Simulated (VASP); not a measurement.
## CdPbCl4: relaxation of cell and atoms with PBEsol

Crystal: CdPbCl4.

```
Cd Pb Cl
1.0
     4.96084    0.00000    0.00000
     0.00000    4.96084    0.00000
     0.00000    0.00000    7.13916
Cd Pb Cl
1 1 4
Direct
  0.00000 0.00000 0.00000
  0.50000 0.50000 0.50000
  0.50000 0.00000 0.73275
  0.00000 0.50000 0.26725
  0.50000 0.00000 0.26725
  0.00000 0.50000 0.73275
```

| Item | Value |
| --- | --- |
| Program | VASP 6.6.1 |
| Task | relaxation of cell and atoms |
| Functional | PBEsol |
| Potentials or basis | VASP PAW PBE potentials, release 64 (Cd, Pb_d, Cl) |
| Cutoff | 600 eV |
| k mesh | 4 × 4 × 4 |
| Occupations | fermi-dirac, width 0.03 eV |
| Spin | no spin polarisation |
| Dipole correction | no |
| Further INCAR settings | ALGO = Normal; EDIFF = 1e-06; IBRION = 2; EDIFFG = -0.01; NSW = 100; ISIF = 3 |

```yaml
Relaxed_volume: 25.04 Å³/atom
Relaxed_cell: a = 4.704 Å, b = 4.704 Å, c = 6.791 Å, α = 90.00°, β = 90.00°, γ = 90.00°
Space_group_after_relaxing_to_0.1_Å: P4/mmm (No. 123)
Energy_gained_by_relaxing: 151.4 meV/atom
Ionic_steps: 11
Pressure_after_relaxing: 0.0 GPa
Band_gap_on_the_k_mesh: 1.95 eV (least direct gap 2.43 eV)
```

The path:
| step | energy change (eV) | largest force (eV/Å) | pressure (GPa) | volume (Å³) |
| --- | --- | --- | --- | --- |
| 1 | 0.0000 | 0.9171 | -4.08 | 175.69 |
| 2 | -0.4844 | 1.0401 | -0.94 | 157.40 |
| 3 | -0.5667 | 1.0775 | 1.99 | 147.41 |
| 4 | -0.8096 | 0.4992 | 1.74 | 146.22 |
| 5 | -0.8587 | 0.0380 | 1.87 | 145.38 |
| 6 | -0.8986 | 0.0246 | -0.82 | 153.01 |
| 7 | -0.9022 | 0.0276 | -0.27 | 151.23 |
| 8 | -0.9073 | 0.0368 | -0.09 | 150.63 |
| 9 | -0.9080 | 0.0408 | 0.00 | 150.34 |
| 10 | -0.9084 | 0.0218 | 0.01 | 150.29 |
| 11 | -0.9085 | 0.0001 | 0.02 | 150.24 |

Final structure:
```
Cd Pb Cl
1.0
     4.70361    0.00000    0.00000
     0.00000    4.70361    0.00000
     0.00000    0.00000    6.79079
Cd Pb Cl
1 1 4
Cartesian
  0.0000 0.0000 6.7908
  2.3518 2.3518 3.3954
  2.3518 4.7036 5.1995
  0.0000 2.3518 1.5913
  2.3518 0.0000 1.5913
  4.7036 2.3518 5.1995
```

Levels at points of the mesh, in eV from the valence-band top:
```
           k point  band 24  band 25  band 26  band 27  band 28  band 29  band 30  band 31
(0.00, 0.00, 0.00)    -1.20    -0.49    -0.49    -0.48     1.95     3.69     3.95     3.95
(0.50, 0.00, 0.00)    -1.39    -0.76    -0.74    -0.58     3.30     4.46     4.60     5.41
(0.50, 0.50, 0.00)    -0.54    -0.41    -0.39    -0.36     2.75     4.09     4.09     6.13
(0.00, 0.00, 0.50)    -0.90    -0.72    -0.71    -0.71     2.19     3.33     4.69     4.69
(0.50, 0.00, 0.50)    -1.86    -1.59    -1.53     0.00     3.53     4.90     5.05     5.22
(0.50, 0.50, 0.50)    -0.53    -0.47    -0.37    -0.34     3.28     5.08     5.08     5.38
```

It took 8.6 min on 1 thread of Intel(R) Xeon(R) Platinum 8488C (Sapphire Rapids) (shared host), peak memory 0.39 GiB.

Caveat: the PAW data sets were made with another functional, which shifts forces and pressure a little; spin-orbit coupling is left out, which moves the levels of the heavy elements. A k mesh can miss the band edges.
